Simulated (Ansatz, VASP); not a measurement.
**One calculation of Si3Cl2, two programs**

```
CELL_PARAMETERS angstrom
3.55030 0.00000 0.00000
0.00000 3.55030 0.00000
0.00000 0.00000 9.06154
ATOMIC_POSITIONS crystal
Si 0.50000 0.00000 0.73720
Si 0.00000 0.50000 0.73720
Si 0.00000 0.00000 0.53605
Cl 0.50000 0.50000 0.98605
Cl 0.00000 0.00000 0.31010
```

Alike in both runs: functional PBE; k mesh 4 × 4 × 3; occupations gaussian, width 0.2 eV; no spin polarisation.

Ansatz relaxed the structure, and its values are those at the end. VASP's run is a single point on that final structure, the one shown.

```csv
,VASP,Ansatz
version,VASP 6.6.1,Ansatz 0.2.0
potentials or method,"VASP PAW PBE potentials, release 64 (Si, Cl), cutoff 500 eV","scalar-relativistic, plane waves, PAW"
valence electrons in the cell,26,26
```

VASP gave:

```
gap on the k mesh at the Fermi level (eV) : none
pressure (GPa)                            : 0.1
rms of the force components (eV/Å)        : 0.026
```

**Question.** Estimate Ansatz's values.

**Answer.** gap on the k mesh at the Fermi level (eV): none; pressure (GPa): 0.2; rms of the force components (eV/Å): 0.025.

A gap of «none» marks a metal or a gap that the smearing closes. With one functional, cell and mesh, what is left measures potentials, basis and numerics.

The k mesh is coarse, so the values compare programs but aren't converged.
